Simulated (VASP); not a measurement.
# IrRu4 (I4/m) in VASP: single point with PBE

Aim: the single point of IrRu4 with PBE.

Everything below comes from runs of VASP 6.6.1. Logs are shortened: lines on timing, memory, paths and dates and some standing lists are left out, and cuts for length are marked.

### 1 The cell of the first run

The structure is tetragonal, space group I4/m (No. 87). The conventional cell has a = 6.042 Å, b = 6.042 Å, c = 3.821 Å, α = 90.00°, β = 90.00°, γ = 90.00°. Within 3.5 Å of Ru (site symmetry m) lie 9 Ru at 2.67 to 2.72 Å and 3 Ir at 2.70 to 2.71 Å. Ir (site symmetry 4/m) has 12 Ru at 2.70 to 2.71 Å within 3.6 Å.

### 2 Single point, PBE

The input, POSCAR:

```
IrRu4
1.0
   -3.0207501000      3.0207501000      1.9105151000
    3.0207501000     -3.0207501000      1.9105151000
    3.0207501000      3.0207501000     -1.9105151000
Ru Ir
4 1
Direct
    0.9015490000      0.6979500000      0.5994990000
    0.3020500000      0.9015490000      0.2035990000
    0.6979500000      0.0984510000      0.7964010000
    0.0984510000      0.3020500000      0.4005010000
    0.5000000000      0.5000000000      0.0000000000
```

The input, INCAR.step1:

```
PREC = Accurate
ENCUT = 520
EDIFF = 1E-6
ISMEAR = 0
SIGMA = 0.1
LREAL = False
LASPH = True
NELM = 80
ALGO = Fast
ISIF = 2
LWAVE = False
LCHARG = True
LMAXMIX = 4
GGA = PE
NBANDS = 40
```

The input, KPOINTS.step1:

```
Automatic mesh
0
Gamma
  12 12 12
```

The input, INCAR.step2:

```
PREC = Accurate
ENCUT = 520
EDIFF = 1E-6
ISMEAR = -5
SIGMA = 0.1
LREAL = False
LASPH = True
NELM = 80
ALGO = Fast
ISIF = 2
LWAVE = False
LCHARG = False
LMAXMIX = 4
GGA = PE
LORBIT = 11
NEDOS = 2001
ICHARG = 11
```

The input, KPOINTS.step2:

```
Automatic mesh
0
Gamma
  18 18 18
```

Potentials or basis: VASP PAW PBE potentials, release 64 (Ru_pv, Ir).

Started as:

```bash
$ cat potpaw_PBE.64/Ru_pv/POTCAR potpaw_PBE.64/Ir/POTCAR > POTCAR
$ cp INCAR.step1 INCAR
$ cp KPOINTS.step1 KPOINTS
$ mpirun -np 1 vasp_std > vasp.out
$ cp INCAR.step2 INCAR
$ cp KPOINTS.step2 KPOINTS
$ mpirun -np 1 vasp_std > vasp.out
```

OUTCAR:

```text
PREC = Accurate
   ENCUT = 520
   EDIFF = 1E-6
   ISMEAR = -5
   LREAL = False
   LASPH = True
   NELM = 80
   ISIF = 2
   GGA = PE
   LORBIT = 11
   ICHARG = 11

 ion  position               nearest neighbor table
   1  0.902  0.698  0.599-   4 2.67   3 2.69   2 2.69   3 2.69   2 2.69   5 2.70   5 2.71   5 2.71
                             2 2.71   3 2.71   4 2.72   4 2.72
   2  0.302  0.902  0.204-   3 2.67   4 2.69   1 2.69   4 2.69   1 2.69   5 2.70   5 2.71   5 2.71
                             1 2.71   4 2.71   3 2.72   3 2.72
   3  0.698  0.098  0.796-   2 2.67   1 2.69   4 2.69   1 2.69   4 2.69   5 2.70   5 2.71   5 2.71
                             4 2.71   1 2.71   2 2.72   2 2.72
   4  0.098  0.302  0.401-   1 2.67   2 2.69   3 2.69   2 2.69   3 2.69   5 2.70   5 2.71   5 2.71
                             3 2.71   2 2.71   1 2.72   1 2.72
   5  0.500  0.500  0.000-   2 2.70   3 2.70   1 2.70   4 2.70   3 2.71   2 2.71   4 2.71   2 2.71
                             1 2.71   3 2.71   4 2.71   1 2.71

  LATTYP: Found a body centered tetragonal cell.
 ALAT       =     6.0415002000
 C/A-ratio  =     0.6324638043

  Lattice vectors:

 A1 = (  -3.0207501000,   3.0207501000,   1.9105151000)
 A2 = (   3.0207501000,  -3.0207501000,   1.9105151000)
 A3 = (   3.0207501000,   3.0207501000,  -1.9105151000)

Analysis of symmetry for initial positions (statically):
=====================================================================
 Subroutine PRICEL returns:
 Original cell was already a primitive cell.

 Routine SETGRP: Setting up the symmetry group for a
 body centered tetragonal supercell.

 Subroutine GETGRP returns: Found  8 space group operations
 (whereof  8 operations were pure point group operations)
 out of a pool of 16 trial point group operations.

The static configuration has the point symmetry C_4h.

Analysis of symmetry for dynamics (positions and initial velocities):
=====================================================================
 Subroutine PRICEL returns:
 Original cell was already a primitive cell.

 Routine SETGRP: Setting up the symmetry group for a
 body centered tetragonal supercell.

 Subroutine GETGRP returns: Found  8 space group operations
 (whereof  8 operations were pure point group operations)
 out of a pool of 16 trial point group operations.

The dynamic configuration has the point symmetry C_4h.

 Subroutine INISYM returns: Found  8 space group operations
 (whereof  8 operations are pure point group operations),
 and found     1 'primitive' translations

----------------------------------------------------------------------------------------

                                     Primitive cell

  volume of cell :      69.7333

  direct lattice vectors                    reciprocal lattice vectors
    -3.020750100  3.020750100  1.910515100     0.000000000  0.165521802  0.261709525
     3.020750100 -3.020750100  1.910515100     0.165521802  0.000000000  0.261709525
     3.020750100  3.020750100 -1.910515100     0.165521802  0.165521802  0.000000000

  length of vectors
     4.679736134  4.679736134  4.679736134     0.309660044  0.309660044  0.234083177

  position of ions in fractional coordinates (direct lattice)
     0.901549000  0.697950000  0.599499000
     0.302050000  0.901549000  0.203599000
     0.697950000  0.098451000  0.796401000
     0.098451000  0.302050000  0.400501000
     0.500000000  0.500000000  0.000000000

  ion indices of the primitive-cell ions
   primitive index   ion index
                 1           1
                 2           2
                 3           3
                 4           4
                 5           5

----------------------------------------------------------------------------------------

 KPOINTS: Automatic mesh

Automatic generation of k-mesh.
 Grid dimensions read from file:
 generate k-points for:   18   18   18

 Generating k-lattice:

  Cartesian coordinates                     Fractional coordinates (reciprocal lattice)
     0.000000000  0.009195656  0.014539418     0.055555556  0.000000000 -0.000000000
     0.009195656  0.000000000  0.014539418     0.000000000  0.055555556 -0.000000000
     0.009195656  0.009195656  0.000000000     0.000000000  0.000000000  0.055555556

  Length of vectors
     0.017203336  0.017203336  0.013004621

  Shift w.r.t. Gamma in fractional coordinates (k-lattice)
     0.000000000  0.000000000  0.000000000

 TETIRR: Found  17307 inequivalent tetrahedra from    34992

 Subroutine IBZKPT returns following result:
 ===========================================

 Found    780 irreducible k-points:

 Following reciprocal coordinates:
            Coordinates               Weight
  0.000000  0.000000  0.000000      1.000000
  0.055556  0.000000  0.000000      8.000000
  0.111111  0.000000  0.000000      8.000000
  0.166667 -0.000000  0.000000      8.000000
  0.222222  0.000000  0.000000      8.000000
  0.277778 -0.000000  0.000000      8.000000
[... 16 lines left out ...]
 -0.055556 -0.388889  0.000000      8.000000
  0.444444  0.055556  0.000000      8.000000
 [... further k-points ...]
   k-points           NKPTS =    780   k-points in BZ     NKDIM =    780   number of bands    NBANDS=     39
   number of dos      NEDOS =   2001   number of ions     NIONS =      5
   total plane-waves  NPLWV =  46656
   dimension x,y,z NGX =    36 NGY =   36 NGZ =   36
   dimension x,y,z NGXF=    72 NGYF=   72 NGZF=   72
   ions per type =               4   1
   NGX,Y,Z   is equivalent  to a cutoff of  12.79, 12.79, 12.79 a.u.
   NGXF,Y,Z  is equivalent  to a cutoff of  25.58, 25.58, 25.58 a.u.
 SYSTEM =  unknown system
   PREC   = accura    normal or accurate (medium, high low for compatibility)
   ISTART =      0    job   : 0-new  1-cont  2-samecut
   ICHARG =     11    charge: 1-file 2-atom 10-const
   ISPIN  =      1    spin polarized calculation?
   LNONCOLLINEAR =      F non collinear calculations
   LSORBIT =      F    spin-orbit coupling
   LASPH  =      T    aspherical Exc in radial PAW
   ENCUT  =  520.0 eV  38.22 Ry    6.18 a.u.   8.70  8.70  8.70*2*pi/ulx,y,z
   NELM   =     80;   NELMIN=  2; NELMDL=  0     # of ELM steps
   EDIFF  = 0.1E-05   stopping-criterion for ELM
   LREAL  =      F    real-space projection
[... 7 lines left out ...]
   TEBEG  =    0.0;   TEEND  =   0.0 temperature during run
   PSTRESS=    0.0 pullay stress
   NELECT =      65.0000    total number of electrons
   NUPDOWN=      -1.0000    fix difference up-down
   EMIN   =  10.00;   EMAX   =-10.00  energy-range for DOS
   EFERMI =   0.00;   METHOD = LEGACY
   ISMEAR =    -5;   SIGMA  =   0.10  broadening in eV -4-tet -1-fermi 0-gaus
   EFERMI_NEDOS =   21; number of points for ismear=-14 and -15
   IALGO  =     68    algorithm
   IMIX   =      4    mixing-type and parameters
     AMIX     =   0.40;   BMIX     =  1.00
     AMIX_MAG =   1.60;   BMIX_MAG =  1.00
  volume/ion in A,a.u.               =      13.95        94.12
  Fermi-wavevector in a.u.,A,eV,Ry     =   1.599187  3.022025 34.795528  2.557399
  Thomas-Fermi vector in A             =   2.696519
   LORBIT       =     11    0 simple, 1 ext, 2 COOP (PROOUT), +10 PAW based schemes
   GGA     = PE    functional components
   LHFCALC =     F    Hartree Fock is set to
   AEXX    =    0.0000 exact exchange contribution
   IVDW    =     0    specifies the selected vdW correction
   LEPSILON=     F    determine dielectric tensor
   LRPA    =     F    only Hartree local field effects (RPA)
 non-spin polarized calculation
 RMM-DIIS sequential band-by-band and
 Fermi weights with tetrahedron method with Bloechl corrections
  energy-cutoff  :      520.00
  volume of cell :       69.73
 maximum number of plane-waves:      1919

 number of electron      64.9999999 magnetization

 Free energy of the ion-electron system (eV)
  ---------------------------------------------------
  ext. energy  EPLUGINS =         0.00000000
  ---------------------------------------------------
  free energy    TOTEN  =       -45.58949007 eV

  energy without entropy =      -45.58949007  energy(sigma->0) =      -45.58949007

 E-fermi :  11.9171     XC(G=0): -13.9789

 val. band max:       11.9818792277   @ k =   0.4444   0.3333  -0.1667
 cond. band min:      11.7835712355   @ k =  -0.2778   0.2778   0.0556
 fundamental gap:     -0.1983079922
 Fermi energy:        11.9171026905

 k-point     1 :       0.0000    0.0000    0.0000
  band No.  band energies     occupation
      1     -31.3465      2.00000
      2     -31.3223      2.00000
      3     -31.1307      2.00000
      4     -31.1265      2.00000
      5     -31.1265      2.00000
      6     -31.0928      2.00000
[... 31 lines left out ...]
     38      13.2995      0.00000
     39      17.7879      0.00000

 k-point     2 :       0.0556    0.0000    0.0000
  band No.  band energies     occupation
      1     -31.3453      2.00000
      2     -31.3282      2.00000
      3     -31.1553      2.00000
      4     -31.1513      2.00000
      5     -31.1280      2.00000
      6     -31.0645      2.00000
[... 31 lines left out ...]
     38      13.4274      0.00000
     39      17.6203      0.00000

 k-point     3 :       0.1111    0.0000    0.0000
  band No.  band energies     occupation
      1     -31.3466      2.00000
      2     -31.3399      2.00000
      3     -31.1900      2.00000
      4     -31.1792      2.00000
      5     -31.1237      2.00000
      6     -31.0231      2.00000
[... 832 lines left out ...]
 k-point    23 :      -0.0556   -0.3889    0.0000
  band No.  band energies     occupation
      1     -31.4395      2.00000
      2     -31.3565      2.00000
      3     -31.2673      2.00000
      4     -31.1457      2.00000
      5     -31.0823      2.00000
      6     -31.0187      2.00000
[... 31 lines left out ...]
     38      13.4715      0.00000
     39      14.2170      0.00000

 k-point    24 :       0.4444    0.0556    0.0000
  band No.  band energies     occupation
      1     -31.4426      2.00000
      2     -31.3600      2.00000
      3     -31.2476      2.00000
      4     -31.1421      2.00000
      5     -31.0790      2.00000
      6     -31.0538      2.00000
[... 31 lines left out ...]
     38      13.4573      0.00000
     39      13.5925      0.00000

 [... further k-points ...]

------------------------ aborting loop because EDIFF is reached ----------------------------------------

  FORCE on cell =-STRESS in cart. coord.  units (eV):
  Direction    XX          YY          ZZ          XY          YZ          ZX
  --------------------------------------------------------------------------------------
  -------------------------------------------------------------------------------------
  Total       -0.1701463     -0.1701463     -0.1724913      0.0000001      0.0000000      0.0000000
  in kB       -3.9092471     -3.9092471     -3.9631235      0.0000022      0.0000000      0.0000000
  external PRESSURE =      -3.9272059 kB  Pullay stress =       0.0000000 kB

 VOLUME and BASIS-vectors are now :
 -----------------------------------------------------------------------------
  energy-cutoff  :      520.00
  volume of cell :       69.73
      direct lattice vectors                 reciprocal lattice vectors
    -3.020750100  3.020750100  1.910515100     0.000000000  0.165521802  0.261709525
     3.020750100 -3.020750100  1.910515100     0.165521802  0.000000000  0.261709525
     3.020750100  3.020750100 -1.910515100     0.165521802  0.165521802  0.000000000

 POSITION                                       TOTAL-FORCE (eV/Angst)
 -----------------------------------------------------------------------------------
      1.19591      2.42596      1.91052        -0.025902      0.017208      0.000000
      2.42596     -1.19591      1.91052         0.017208      0.025902     -0.000000
      0.59479      4.21667     -0.00000        -0.017208     -0.025902      0.000000
      1.82484      0.59479      0.00000         0.025902     -0.017208      0.000000
      0.00000      0.00000      1.91052        -0.000000     -0.000000      0.000000
 -----------------------------------------------------------------------------------
    total drift:                                0.000000      0.000000     -0.000000

  FREE ENERGIE OF THE ION-ELECTRON SYSTEM (eV)
  ---------------------------------------------------
  free  energy   TOTEN  =       -45.5894900732 eV

  energy  without entropy=      -45.5894900732  energy(sigma->0) =      -45.58949007

 total charge

# of ion       s       p       d       tot
------------------------------------------
    1        0.391   6.299   5.931  12.621
    2        0.391   6.299   5.931  12.621
    3        0.391   6.299   5.931  12.621
    4        0.391   6.299   5.931  12.621
    5        0.726   0.713   6.934   8.373
--------------------------------------------------
tot          2.291  25.908  30.657  58.856
```

It took 69 min on 1 thread of Oxide Virtual Turin-like, shared host; peak memory 1.6 GiB.

What came out:

| Item | Value |
| --- | --- |
| Valence electrons inside the program's atomic spheres | Ru 12.62; Ir 8.37 |

Caveat: spin-orbit coupling is left out, which moves the levels of the heavy elements.
